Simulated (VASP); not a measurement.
# MgZn3Se3S (P1) in VASP: relaxation of cell and atoms with PBE

Aim: the relaxation of cell and atoms of MgZn3Se3S with PBE.

Everything below comes from runs of VASP 6.6.1. Logs are shortened: lines on timing, memory, paths and dates and some standing lists are left out, and cuts for length are marked.

## (1) The cell of the first run

The typed cell holds 16 atoms: a = 6.668 Å, b = 7.107 Å, c = 8.290 Å, α = 91.52°, β = 88.61°, γ = 88.31°.

## (2) Relaxation of cell and atoms, PBE

INCAR

```
PREC     = Accurate       # precision mode
ENCUT    = 600            # plane-wave cutoff, eV
EDIFF    = 1E-6           # SCF threshold, eV
ISMEAR   = 0              # smearing method
SIGMA    = 0.1            # smearing width, eV
LREAL    = Auto         
LASPH    = True           # aspherical terms in the spheres
NELM     = 80             # most SCF steps
ALGO     = Normal         # electronic algorithm
ISIF     = 3              # what is computed and relaxed
LWAVE    = False          # write WAVECAR
LCHARG   = False          # write CHGCAR
GGA      = PE             # functional
IBRION   = 2              # ionic algorithm
NSW      = 80             # ionic steps
EDIFFG   = -0.025         # ionic threshold
```

KPOINTS

```
regular mesh
0
Gamma
  2 2 2
```

POSCAR

```
MgZn3Se3S
1.0
   -0.0822199321     -0.0990559812     -6.6663374913
    0.0954764976     -7.1060606778     -0.1051788792
   -8.2887217352      0.1098053591     -0.1004042291
Mg Zn Se S
2 6 6 2
Direct
    0.5030170140      0.8424227708      0.5030576542
    0.0106697878      0.1502452491      0.0019979306
    0.5018590453      0.3344528016      0.2542520585
    0.5042408223      0.3250007501      0.7460221283
    0.4877378890      0.8300206872     -0.0046356754
    0.0008645975      0.6664780504      0.7545313025
   -0.0007398598      0.6766096048      0.2399908036
    0.9850613801      0.1761448470      0.5010601285
    0.6186313431      0.1681863169     -0.0083680740
    0.6224231329      0.6634088445      0.2414607349
    0.6265436881      0.6543880594      0.7582664691
    0.1054070018      0.8552710743      0.5066959307
    0.1312310452      0.3295497982      0.2612836039
    0.1459358577      0.3326315572      0.7464189393
    0.6266678356      0.1850682606      0.5005752681
    0.1304494198      0.8101213280     -0.0026092028
```

Potentials or basis: VASP PAW PBE potentials, release 64 (Mg, Zn, Se, S).

The run is started by

```
> cat potpaw_PBE.64/Mg/POTCAR potpaw_PBE.64/Zn/POTCAR potpaw_PBE.64/Se/POTCAR potpaw_PBE.64/S/POTCAR > POTCAR
> mpirun -np 1 vasp_std > vasp.out
```

OUTCAR:

```text
PREC = Accurate
   ENCUT = 600
   EDIFF = 1E-6
   ISMEAR = 0
   LREAL = Auto
   LASPH = True
   NELM = 80
   ISIF = 3
   GGA = PE
   IBRION = 2
   NSW = 80
   EDIFFG = -0.025

 ion  position               nearest neighbor table
   1  0.503  0.842  0.503-  10 2.58  15 2.59  12 2.65  11 2.67
   2  0.011  0.150  0.002-  16 2.52   9 2.62  13 2.62  14 2.67
   3  0.502  0.334  0.254-  13 2.47  15 2.48  10 2.50   9 2.54
   4  0.504  0.325  0.746-  15 2.36  14 2.39   9 2.47  11 2.50
   5  0.488  0.830  0.995-  16 2.39  11 2.45  10 2.55   9 2.58
   6  0.001  0.666  0.755-  16 2.42  11 2.50  14 2.53  12 2.58
[... 8 lines left out ...]
  15  0.627  0.185  0.501-   4 2.36   8 2.39   3 2.48   1 2.59
  16  0.130  0.810  0.997-   5 2.39   7 2.40   6 2.42   2 2.52

  LATTYP: Found a triclinic cell.
 ALAT       =     7.1074803352
 B/A-ratio  =     1.5563609437
 C/A-ratio  =     0.9381074639
 COS(alpha) =     0.0007762937
 COS(beta)  =     0.0294833214
 COS(gamma) =     0.6623803688

  Lattice vectors:

 A1 = (  -0.0954764976,   7.1060606778,   0.1051788792)
 A2 = (  -8.3841982328,   7.2158660369,   0.0047746501)
 A3 = (   0.0822199321,   0.0990559812,   6.6663374913)

Analysis of symmetry for initial positions (statically):
=====================================================================
 Subroutine PRICEL returns:
 Original cell was already a primitive cell.

 Routine SETGRP: Setting up the symmetry group for a
 triclinic supercell.

 Subroutine GETGRP returns: Found  1 space group operations
 (whereof  1 operations were pure point group operations)
 out of a pool of  2 trial point group operations.

The static configuration has the point symmetry C_1 .

Analysis of symmetry for dynamics (positions and initial velocities):
=====================================================================
 Subroutine PRICEL returns:
 Original cell was already a primitive cell.

 Routine SETGRP: Setting up the symmetry group for a
 triclinic supercell.

 Subroutine GETGRP returns: Found  1 space group operations
 (whereof  1 operations were pure point group operations)
 out of a pool of  2 trial point group operations.

The dynamic configuration has the point symmetry C_1 .

 Subroutine INISYM returns: Found  1 space group operations
 (whereof  1 operations are pure point group operations),
 and found     1 'primitive' translations

----------------------------------------------------------------------------------------

                                     Primitive cell

[... 105 lines left out ...]
   IBRION =      2    ionic relax: 0-MD 1-quasi-New 2-CG
   NFREE  =      1    steps in history (QN), initial steepest desc. (CG)
   ISIF   =      3    stress and relaxation
   ISYM   =      2    0-nonsym 1-usesym 2-fastsym
   POTIM  = 0.5000    time-step for ionic-motion
   TEBEG  =    0.0;   TEEND  =   0.0 temperature during run
   PSTRESS=    0.0 pullay stress
   NELECT =     124.0000    total number of electrons
   NUPDOWN=      -1.0000    fix difference up-down
   EMIN   =  10.00;   EMAX   =-10.00  energy-range for DOS
   EFERMI =   0.00;   METHOD = LEGACY
   ISMEAR =     0;   SIGMA  =   0.10  broadening in eV -4-tet -1-fermi 0-gaus
   EFERMI_NEDOS =   21; number of points for ismear=-14 and -15
   IALGO  =     38    algorithm
   IMIX   =      4    mixing-type and parameters
     AMIX     =   0.40;   BMIX     =  1.00
     AMIX_MAG =   1.60;   BMIX_MAG =  1.00
  volume/ion in A,a.u.               =      24.53       165.52
  Fermi-wavevector in a.u.,A,eV,Ry     =   1.115049  2.107138 16.916601  1.243335
  Thomas-Fermi vector in A             =   2.251650
   LORBIT       =      0    0 simple, 1 ext, 2 COOP (PROOUT), +10 PAW based schemes
   GGA     = PE    functional components
   LHFCALC =     F    Hartree Fock is set to
   AEXX    =    0.0000 exact exchange contribution
   IVDW    =     0    specifies the selected vdW correction
   LEPSILON=     F    determine dielectric tensor
   LRPA    =     F    only Hartree local field effects (RPA)
 conjugate gradient relaxation of ions
 non-spin polarized calculation
 Gauss-broadening in eV      SIGMA  =   0.10
  energy-cutoff  :      600.00
  volume of cell :      392.43
 maximum number of plane-waves:     13119
 NGX is ok and might be reduce to    54
   NGX = 27   NGY = 29   NGZ = 33

--------------------------------------- Ionic step        1  -------------------------------------------

 number of electron     123.9999998 magnetization

 Free energy of the ion-electron system (eV)
  ---------------------------------------------------
  ext. energy  EPLUGINS =         0.00000000
  ---------------------------------------------------
  free energy    TOTEN  =       -52.23759934 eV

  energy without entropy =      -52.23759934  energy(sigma->0) =      -52.23759934

------------------------ aborting loop because EDIFF is reached ----------------------------------------

  FORCE on cell =-STRESS in cart. coord.  units (eV):
  Direction    XX          YY          ZZ          XY          YZ          ZX
  --------------------------------------------------------------------------------------
  -------------------------------------------------------------------------------------
  Total       -5.8971514     -5.0604988     -2.9423440      1.6889680     -1.8148918     -1.5510165
  in kB      -24.0762563    -20.6604612    -12.0126860      6.8955370     -7.4096454     -6.3323235
  external PRESSURE =     -18.9164678 kB  Pullay stress =       0.0000000 kB
[... 131 lines left out ...]
  FREE ENERGIE OF THE ION-ELECTRON SYSTEM (eV)
  ---------------------------------------------------
  free  energy   TOTEN  =       -52.5567036212 eV

  energy  without entropy=      -52.5567036212  energy(sigma->0) =      -52.55670362

[... ionic steps 4 to 14 ...]

--------------------------------------- Ionic step       15  -------------------------------------------

 number of electron     124.0000048 magnetization

------------------------ aborting loop because EDIFF is reached ----------------------------------------
[... 95 lines left out ...]
--------------------------------------- Ionic step       17  -------------------------------------------

 number of electron     124.0000050 magnetization

 Free energy of the ion-electron system (eV)
  ---------------------------------------------------
  ext. energy  EPLUGINS =         0.00000000
  ---------------------------------------------------
  free energy    TOTEN  =       -52.64602969 eV

  energy without entropy =      -52.64602969  energy(sigma->0) =      -52.64602969

 E-fermi :   1.7165     XC(G=0):  -8.9345

 val. band max:        1.2745297991   @ k =   0.0000   0.0000   0.0000
 cond. band min:       2.9521583860   @ k =   0.0000   0.0000   0.0000
 fundamental gap:      1.6776285869
 Fermi energy:         1.7165216516

 k-point     1 :       0.0000    0.0000    0.0000
  band No.  band energies     occupation
      1     -11.3837      2.00000
      2     -10.7628      2.00000
      3     -10.6943      2.00000
      4     -10.6495      2.00000
      5     -10.5960      2.00000
      6     -10.4779      2.00000
[... 648 lines left out ...]
  FREE ENERGIE OF THE ION-ELECTRON SYSTEM (eV)
  ---------------------------------------------------
  free  energy   TOTEN  =       -52.6460296898 eV

  energy  without entropy=      -52.6460296898  energy(sigma->0) =      -52.64602969

 reached required accuracy - stopping structural energy minimisation
```

It took 41 min on 1 thread of Intel Xeon 6975P-C (Granite Rapids), shared host; peak memory 0.67 GiB.

Results:

```yaml
Free_energy: -52.6460 eV
Relaxed_volume: 23.53 Å³/atom
Relaxed_cell: a = 6.612 Å, b = 7.022 Å, c = 8.109 Å, α = 89.99°, β = 90.01°, γ = 90.02°
Space_group_after_relaxing_to_0.1_Å: Pmn2_1 (No. 31)
Energy_gained_by_relaxing: 25.5 meV/atom
Ionic_steps: 17
Pressure_after_relaxing: 0.0 GPa
Largest_force_after_relaxing: 0.015 eV/Å
Band_gap_on_the_k_mesh: 1.68 eV
```

Forces in eV/Å, atoms in the order of the input:
```
Mg  -0.005  0.005 -0.002
Mg   0.008  0.004 -0.002
Zn  -0.005 -0.003 -0.002
Zn  -0.008 -0.004  0.002
Zn  -0.005 -0.003  0.011
Zn   0.001 -0.006 -0.002
Zn   0.004 -0.006 -0.004
Zn   0.003 -0.002 -0.004
Se   0.006 -0.003 -0.008
Se   0.000  0.000  0.002
Se  -0.001  0.001  0.002
Se  -0.001 -0.005 -0.005
Se   0.010  0.010  0.003
Se  -0.004  0.002 -0.001
S   -0.006  0.002  0.003
S    0.003  0.007  0.006
```

Step by step:
```csv
step,energy change (eV),largest force (eV/Å),pressure (GPa),volume (Å³)
1,0.0000,1.0400,-1.89,392.43
2,-0.2979,0.5620,0.09,376.17
3,-0.3191,0.4085,0.91,370.78
4,-0.3772,0.1459,0.19,375.20
5,-0.3827,0.2143,-0.11,377.19
6,-0.3932,0.1669,-0.06,376.85
7,-0.3984,0.1188,0.00,376.43
8,-0.4033,0.0678,0.02,376.28
9,-0.4038,0.0775,0.03,376.22
10,-0.4056,0.0506,-0.02,376.52
11,-0.4062,0.0428,-0.06,376.80
12,-0.4075,0.0314,0.04,376.17
13,-0.4076,0.0302,0.11,375.81
14,-0.4082,0.0253,0.01,376.44
15,-0.4082,0.0269,-0.03,376.63
16,-0.4082,0.0266,-0.01,376.54
17,-0.4084,0.0147,-0.01,376.52
```

Final structure:
```
Mg Zn Se S
1.0
     0.00074    0.00180   -6.61229
    -0.00013   -7.02232    0.00102
    -8.10873   -0.00087    0.00077
Mg Zn Se S
2 6 6 2
Direct
  0.50520 0.84997 0.49944
  0.00557 0.15061 0.00087
  0.50451 0.33114 0.25618
  0.50465 0.33090 0.74269
  0.48708 0.82457 0.99945
  0.00460 0.66863 0.75723
  0.00453 0.66896 0.24342
  0.98642 0.17486 0.50056
  0.61288 0.15919 0.99975
  0.62879 0.66371 0.24465
  0.62875 0.66365 0.75447
  0.11272 0.84057 0.50028
  0.12879 0.33668 0.25589
  0.12870 0.33618 0.74537
  0.62824 0.18123 0.49949
  0.12856 0.81915 0.00027
```

Caveat: the k points lie up to 0.48 Å⁻¹ apart in the final cell.
